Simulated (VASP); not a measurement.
Set up this calculation in VASP 6.6.1, as the native input.

| Item | Value |
| --- | --- |
| Task | single point |
| Functional | LDA |
| Potentials or basis | VASP PAW LDA potentials, release 64 (Ni_sv_GW, S) |
| Cutoff | 590 eV |
| k mesh | 8 × 8 × 5 |
| Occupations | gaussian, width 0.03 eV |
| Spin | no spin polarisation |
| Hubbard terms | Ni d U = 6.2 eV |
| Dipole correction | no |
| Further INCAR settings | ALGO = Normal; EDIFF = 1e-06; NBANDS = 32 |

The structure of NiS lies in POSCAR:

```
NiS
1.0
    3.4200013500      0.0000000000      0.0000000000
   -1.7100006800      2.9618080500      0.0000000000
    0.0000000000      0.0000000000      5.3000000000
Ni S
2 2
Direct
    0.0000000000      0.0000000000      0.0000000000
    0.0000000000      0.0000000000      0.5000000000
    0.3333333300      0.6666666700      0.2500000000
    0.6666666700      0.3333333300      0.7500000000
```

The input as run:

INCAR

```
ALGO = Normal
EDIFF = 1E-6
ENCUT = 590
GGA_COMPAT = F
ISIF = 2
ISMEAR = 0
LASPH = T
LCHARG = F
LDAU = T
LDAUJ = 0 0
LDAUL = 2 -1
LDAUPRINT = 1
LDAUTYPE = 2
LDAUU = 6.2 0
LMAXMIX = 4
LREAL = F
LWAVE = F
NBANDS = 32
NELM = 200
PREC = Accurate
SIGMA = 0.03
```

KPOINTS

```
k-points
0
Gamma
  8 8 5
```

Potentials or basis: VASP PAW LDA potentials, release 64 (Ni_sv_GW, S).

Command:

```console
$ cat potpaw_LDA.64/Ni_sv_GW/POTCAR potpaw_LDA.64/S/POTCAR > POTCAR
$ mpirun -np 1 vasp_std > vasp.out
```

It gave:

The pressure is -12.5 GPa and the band gap on the k mesh is zero (bands 24 and 25 overlap by 0.65 eV).

Caveat: the cell stands under tension; the run has no spin polarisation, though such a crystal can be magnetic; U without spin polarisation on a metal has little footing.

It took 97 s on 1 thread of Intel(R) Xeon(R) Platinum 8259CL CPU @ 2.50GHz (Skylake/Cascade Lake), on a shared host, peak memory 0.2 GiB.
